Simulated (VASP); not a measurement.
# Y in VASP: further runs, part 3 of 3

VASP 6.6.1. Earlier steps stand in the parts before.

## 5. Electric field gradients, LDA

Contents of INCAR:

```
  PREC = Accurate
  ENCUT = 520
  EDIFF = 1E-8
  ISMEAR = -1
  SIGMA = 0.08
  LREAL = F
  LASPH = T
  NELM = 80
  ALGO = Normal
  ISIF = 2
  LWAVE = F
  LCHARG = F
  GGA = CA
  LEFG = T
  NBANDS = 18
```

Contents of KPOINTS:

```
Automatic mesh
0
Gamma
  12 12 7
```

Contents of POSCAR:

```
Y
1.0
    3.6514992371      0.0000000000      0.0000000000
   -1.8257496185      3.1622911012      0.0000000000
    0.0000000000      0.0000000000      5.7474000000
Y
2
Direct
    0.3333333333      0.6666666667      0.2500000000
    0.6666666667      0.3333333333      0.7500000000
```

Potentials or basis: VASP PAW LDA potentials, release 64 (Y_sv).

Run with:

```
$ cat potpaw_LDA.64/Y_sv/POTCAR > POTCAR
$ mpirun -np 1 vasp_std > vasp.out
```

OUTCAR:

```text
PREC = Accurate
   ENCUT = 520
   EDIFF = 1E-8
   ISMEAR = -1
   LREAL = F
   LASPH = T
   NELM = 80
   ISIF = 2
   GGA = CA

 ion  position               nearest neighbor table
   1  0.333  0.667  0.250-   2 3.56   2 3.56   2 3.56   2 3.56   2 3.56   2 3.56
   2  0.667  0.333  0.750-   1 3.56   1 3.56   1 3.56   1 3.56   1 3.56   1 3.56

  LATTYP: Found a hexagonal cell.
 ALAT       =     3.6514992371
 C/A-ratio  =     1.5739836234

  Lattice vectors:

 A1 = (   3.6514992371,   0.0000000000,   0.0000000000)
 A2 = (  -1.8257496185,   3.1622911012,   0.0000000000)
 A3 = (   0.0000000000,   0.0000000000,   5.7474000000)

Analysis of symmetry for initial positions (statically):
=====================================================================
 Subroutine PRICEL returns:
 Original cell was already a primitive cell.

 Routine SETGRP: Setting up the symmetry group for a
 hexagonal supercell.

 Subroutine GETGRP returns: Found 24 space group operations
 (whereof 12 operations were pure point group operations)
 out of a pool of 24 trial point group operations.

The static configuration has the point symmetry D_3d.
 The point group associated with its full space group is D_6h.

Analysis of symmetry for dynamics (positions and initial velocities):
=====================================================================
 Subroutine PRICEL returns:
 Original cell was already a primitive cell.

 Routine SETGRP: Setting up the symmetry group for a
 hexagonal supercell.

 Subroutine GETGRP returns: Found 24 space group operations
 (whereof 12 operations were pure point group operations)
 out of a pool of 24 trial point group operations.

The dynamic configuration has the point symmetry D_3d.
 The point group associated with its full space group is D_6h.

 Subroutine INISYM returns: Found 24 space group operations
 (whereof 12 operations are pure point group operations),
 and found     1 'primitive' translations

----------------------------------------------------------------------------------------

                                     Primitive cell

  volume of cell :      66.3658

  direct lattice vectors                    reciprocal lattice vectors
     3.651499237  0.000000000  0.000000000     0.273860115  0.158113211  0.000000000
    -1.825749618  3.162291101  0.000000000     0.000000000  0.316226422  0.000000000
     0.000000000  0.000000000  5.747400000     0.000000000  0.000000000  0.173991718

  length of vectors
     3.651499237  3.651499237  5.747400000     0.316226422  0.316226422  0.173991718

  position of ions in fractional coordinates (direct lattice)
     0.333333333  0.666666667  0.250000000
     0.666666667  0.333333333  0.750000000

  ion indices of the primitive-cell ions
   primitive index   ion index
                 1           1
                 2           2

----------------------------------------------------------------------------------------

 KPOINTS: Automatic mesh

Automatic generation of k-mesh.
 Grid dimensions read from file:
[... 72 lines left out ...]
   ISYM   =      2    0-nonsym 1-usesym 2-fastsym
   POTIM  = 0.5000    time-step for ionic-motion
   TEBEG  =    0.0;   TEEND  =   0.0 temperature during run
   PSTRESS=    0.0 pullay stress
   NELECT =      22.0000    total number of electrons
   NUPDOWN=      -1.0000    fix difference up-down
   EMIN   =  10.00;   EMAX   =-10.00  energy-range for DOS
   EFERMI =   0.00;   METHOD = LEGACY
   ISMEAR =    -1;   SIGMA  =   0.08  broadening in eV -4-tet -1-fermi 0-gaus
   EFERMI_NEDOS =   21; number of points for ismear=-14 and -15
   IALGO  =     38    algorithm
   IMIX   =      4    mixing-type and parameters
     AMIX     =   0.40;   BMIX     =  1.00
     AMIX_MAG =   1.60;   BMIX_MAG =  1.00
  volume/ion in A,a.u.               =      33.18       223.93
  Fermi-wavevector in a.u.,A,eV,Ry     =   1.133011  2.141081 17.465997  1.283715
  Thomas-Fermi vector in A             =   2.269713
   LORBIT       =      0    0 simple, 1 ext, 2 COOP (PROOUT), +10 PAW based schemes
   GGA     = CA    functional components
   LHFCALC =     F    Hartree Fock is set to
   AEXX    =    0.0000 exact exchange contribution
   IVDW    =     0    specifies the selected vdW correction
   LEPSILON=     F    determine dielectric tensor
   LRPA    =     F    only Hartree local field effects (RPA)
 non-spin polarized calculation
  energy-cutoff  :      520.00
  volume of cell :       66.37
 maximum number of plane-waves:      1806
 NGX is ok and might be reduce to    28

 number of electron      22.0000001 magnetization

 Free energy of the ion-electron system (eV)
  ---------------------------------------------------
  ext. energy  EPLUGINS =         0.00000000
  ---------------------------------------------------
  free energy    TOTEN  =       -13.84118731 eV

  energy without entropy =      -13.75701637  energy(sigma->0) =      -13.79910184

 E-fermi :   2.7785     XC(G=0):  -9.6019

 val. band max:        2.7732962936   @ k =   0.3333   0.0833   0.0000
 cond. band min:       2.7795265061   @ k =   0.2500   0.2500   0.4286
 fundamental gap:      0.0062302126
 Fermi energy:         2.7785244770

 k-point     1 :       0.0000    0.0000    0.0000
  band No.  band energies     occupation
      1     -39.7022      2.00000
      2     -39.6309      2.00000
      3     -20.0948      2.00000
      4     -19.6263      2.00000
      5     -19.6263      2.00000
      6     -19.5392      2.00000
[... 481 lines left out ...]
      5     -19.8233      2.00000
      6     -19.7080      2.00000
[... 10 lines left out ...]
     17       6.5555      0.00000
     18       6.7598      0.00000

 [... further k-points ...]

------------------------ aborting loop because EDIFF is reached ----------------------------------------

  FORCE on cell =-STRESS in cart. coord.  units (eV):
  Direction    XX          YY          ZZ          XY          YZ          ZX
  --------------------------------------------------------------------------------------
  -------------------------------------------------------------------------------------
  Total       -1.5775658     -1.5775658     -1.8191602     -0.0000000      0.0000000      0.0000000
  in kB      -38.0849659    -38.0849659    -43.9174427     -0.0000000      0.0000000      0.0000000
  external PRESSURE =     -40.0291248 kB  Pullay stress =       0.0000000 kB

 VOLUME and BASIS-vectors are now :
 -----------------------------------------------------------------------------
  energy-cutoff  :      520.00
  volume of cell :       66.37
      direct lattice vectors                 reciprocal lattice vectors
     3.651499237  0.000000000  0.000000000     0.273860115  0.158113211  0.000000000
    -1.825749618  3.162291101  0.000000000     0.000000000  0.316226422  0.000000000
     0.000000000  0.000000000  5.747400000     0.000000000  0.000000000  0.173991718

 POSITION                                       TOTAL-FORCE (eV/Angst)
 -----------------------------------------------------------------------------------
     -0.00000      2.10819      1.43685        -0.000000      0.000000      0.000000
      1.82575      1.05410      4.31055         0.000000     -0.000000      0.000000
 -----------------------------------------------------------------------------------
    total drift:                                0.000000     -0.000000      0.000000

  FREE ENERGIE OF THE ION-ELECTRON SYSTEM (eV)
  ---------------------------------------------------
  free  energy   TOTEN  =       -13.8411873113 eV

  energy  without entropy=      -13.7570163660  energy(sigma->0) =      -13.79910184

 Electric field gradients (V/A^2)
---------------------------------------------------------------------
 ion       V_xx      V_yy      V_zz      V_xy      V_xz      V_yz
---------------------------------------------------------------------
   1     -12.375   -12.375    24.751     0.000    -0.000     0.000
   2     -12.375   -12.375    24.751     0.000     0.000    -0.000
---------------------------------------------------------------------

 Electric field gradients after diagonalization (V/A^2)
 (convention: |V_zz| > |V_xx| > |V_yy|)
----------------------------------------------------------------------
 ion       V_xx      V_yy      V_zz     asymmetry (V_yy - V_xx)/ V_zz
----------------------------------------------------------------------
   1     -12.375   -12.375    24.751       0.000
   2     -12.375   -12.375    24.751       0.000
----------------------------------------------------------------------

           NMR quadrupolar parameters

 Cq : quadrupolar parameter    Cq=e*Q*V_zz/h
 eta: asymmetry parameters     (V_yy - V_xx)/ V_zz
 Q  : nuclear electric quadrupole moment in mb (millibarn)
----------------------------------------------------------------------
 ion       Cq(MHz)       eta       Q (mb)
----------------------------------------------------------------------
   1       0.060       0.000       1.000
   2       0.060       0.000       1.000
----------------------------------------------------------------------
```

stdout:

```text
POSCAR found type information on POSCAR Y
 POSCAR found :  1 types and       2 ions
 scaLAPACK will be used
 LDA part: xc-table for (Slater(with rela. corr.)+CA(PZ))
 , standard interpolation
 POSCAR, INCAR and KPOINTS ok, starting setup
 FFT: planning ... GRIDC
 FFT: planning ... GRID_SOFT
 FFT: planning ... GRID
 WAVECAR not read
 entering main loop
ion   1

ion   2
```

It took 2.3 min on 1 thread of Oxide Virtual Turin-like, shared host; peak memory 0.19 GiB.

Results:

```yaml
Free_energy: -13.8412 eV
Pressure: -4.0 GPa
Band_gap_on_the_k_mesh: zero (band 11 reaches 3.69 eV, above the bottom of band 12 at 2.37 eV)
```

Electric field gradients, principal values (V/Å²):
```
atom    least   middle  greatest (by size)
 1 Y  -12.375  -12.375              24.751
 2 Y  -12.375  -12.375              24.751
```

Caveat: without QUAD_EFG the Cq values of the log hold for a quadrupole moment of 1 mb, not for the nuclei.

## 6. The runs side by side

```tsv
level	potentials or basis	cell	gap on the mesh (eV)	pressure (GPa)
PBE	VASP PAW PBE potentials, release 64 (Y_sv)	a = 3.679, b = 3.679, c = 5.661 Å, angles 90.0, 90.0, 120.0°, 2 atoms	none	-0.4
PBE	VASP PAW PBE potentials, release 64 (Y_sv)	a = 3.651, b = 3.651, c = 5.747 Å, angles 90.0, 90.0, 120.0°, 2 atoms	none	-0.4
LDA	VASP PAW LDA potentials, release 64 (Y_sv)	a = 3.651, b = 3.651, c = 5.747 Å, angles 90.0, 90.0, 120.0°, 2 atoms	none	-4.0
```

Some of these runs hold the atoms at other places in the same cell, which the table doesn't show; runs alike in all that it shows share one row.

Alike in all rows: task electric field gradients; no spin polarisation; k mesh 12 × 12 × 7; cutoff (eV) 520; smearing fermi-dirac 0.08 eV.

Absolute energies hang on the potentials; compare differences alone.
